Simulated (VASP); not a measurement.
Here is a VASP 6.6.1 calculation.

Contents of INCAR:

```
SYSTEM = LiNbO3
PREC = Accurate ; ENCUT = 880
EDIFF = 1E-6 ; ISMEAR = -1
SIGMA = 0.01 ; LREAL = Auto
LASPH = .TRUE. ; NELM = 120
ALGO = Normal ; ISIF = 2
LWAVE = .FALSE. ; LCHARG = .TRUE.
GGA = PE ; LELF = .TRUE.
LVHAR = .TRUE. ; NBANDS = 162
GGA_COMPAT = .FALSE. ; ISYM = -1
```

The input KPOINTS:

```
explicit points
1
Reciprocal
  0.25000000   0.25000000   0.25000000 1
```

POSCAR

```
LiNbO3
1.0
    2.5949501352      1.4981951591      4.6722232478
   -5.1899002704      2.9963903182      9.3444464955
    0.0000000000     -5.9927806363      9.3444464955
Li Nb O
8 8 24
Direct
    0.7182876743      0.3594553712      0.3592043060
    0.2182876743      0.1092043060      0.1094553712
    0.7182876743      0.3594553712      0.8592043060
    0.2182876743      0.1092043060      0.6094553712
    0.7182876743      0.8594553712      0.3592043060
    0.2182876743      0.6092043060      0.1094553712
    0.7182876743      0.8594553712      0.8592043060
    0.2182876743      0.6092043060      0.6094553712
    0.9993462745      0.5001543287      0.4999329496
    0.4993462745      0.2499329496      0.2501543287
    0.9993462745      0.5001543287      0.9999329496
    0.4993462745      0.2499329496      0.7501543287
    0.9993462745      1.0001543287      0.4999329496
    0.4993462745      0.7499329496      0.2501543287
    0.9993462745      1.0001543287      0.9999329496
    0.4993462745      0.7499329496      0.7501543287
    0.2782000282      0.3213142643      0.4441327761
    0.6422265902      0.4445402853      0.1393786031
    0.8901244329      0.1393824926      0.3206896233
    0.3901244329      0.0706896233      0.3893824926
    0.7782000282      0.1941327761      0.0713142643
    0.1422265902      0.3893786031      0.1945402853
    0.2782000282      0.3213142643      0.9441327761
    0.6422265902      0.4445402853      0.6393786031
    0.8901244329      0.1393824926      0.8206896233
    0.3901244329      0.0706896233      0.8893824926
    0.7782000282      0.1941327761      0.5713142643
    0.1422265902      0.3893786031      0.6945402853
    0.2782000282      0.8213142643      0.4441327761
    0.6422265902      0.9445402853      0.1393786031
    0.8901244329      0.6393824926      0.3206896233
    0.3901244329      0.5706896233      0.3893824926
    0.7782000282      0.6941327761      0.0713142643
    0.1422265902      0.8893786031      0.1945402853
    0.2782000282      0.8213142643      0.9441327761
    0.6422265902      0.9445402853      0.6393786031
    0.8901244329      0.6393824926      0.8206896233
    0.3901244329      0.5706896233      0.8893824926
    0.7782000282      0.6941327761      0.5713142643
    0.1422265902      0.8893786031      0.6945402853
```

Potentials or basis: VASP PAW PBE potentials, release 64 (Li_sv, Nb_sv, O).

The run is started by

```bash
$ cat potpaw_PBE.64/Li_sv/POTCAR potpaw_PBE.64/Nb_sv/POTCAR potpaw_PBE.64/O/POTCAR > POTCAR
$ mpirun -np 1 vasp_std > vasp.out
```

**Question.** Predict the pressure.

**Answer.** -0.4 GPa.

**Question.** What does it give for the band gap on the k mesh?

**Answer.** 3.69 eV.

Forces in eV/Å, atoms in the order of the input:
```
Li  -0.009  0.005  0.000
Li   0.000 -0.010  0.000
Li  -0.009  0.005  0.000
Li   0.000 -0.010  0.000
Li  -0.009  0.005  0.000
Li   0.000 -0.010  0.000
Li  -0.009  0.005  0.000
Li   0.000 -0.010  0.000
Nb   0.000  0.000  0.026
Nb   0.000  0.000  0.025
Nb   0.000  0.000  0.026
Nb   0.000  0.000  0.026
Nb   0.000  0.000  0.026
Nb   0.000  0.000  0.026
Nb   0.000  0.000  0.026
Nb   0.000  0.000  0.026
O   -0.007  0.011 -0.008
O    0.013  0.002 -0.010
O   -0.001 -0.011 -0.007
O   -0.010  0.005 -0.007
O    0.007 -0.011 -0.008
O    0.008  0.010 -0.010
O   -0.006  0.011 -0.009
O    0.013  0.002 -0.010
O   -0.001 -0.011 -0.007
O   -0.010  0.005 -0.007
O    0.007 -0.011 -0.008
O    0.008  0.010 -0.010
O   -0.006  0.011 -0.008
O    0.013  0.002 -0.010
O   -0.001 -0.011 -0.007
O   -0.010  0.005 -0.007
O    0.007 -0.011 -0.008
O    0.008  0.010 -0.010
O   -0.006  0.011 -0.008
O    0.013  0.002 -0.010
O   -0.001 -0.011 -0.007
O   -0.010  0.005 -0.007
O    0.007 -0.011 -0.008
O    0.008  0.010 -0.010
```

Caveat: a shifted mesh leaves out Γ, where band edges can lie. A k mesh can miss the band edges.
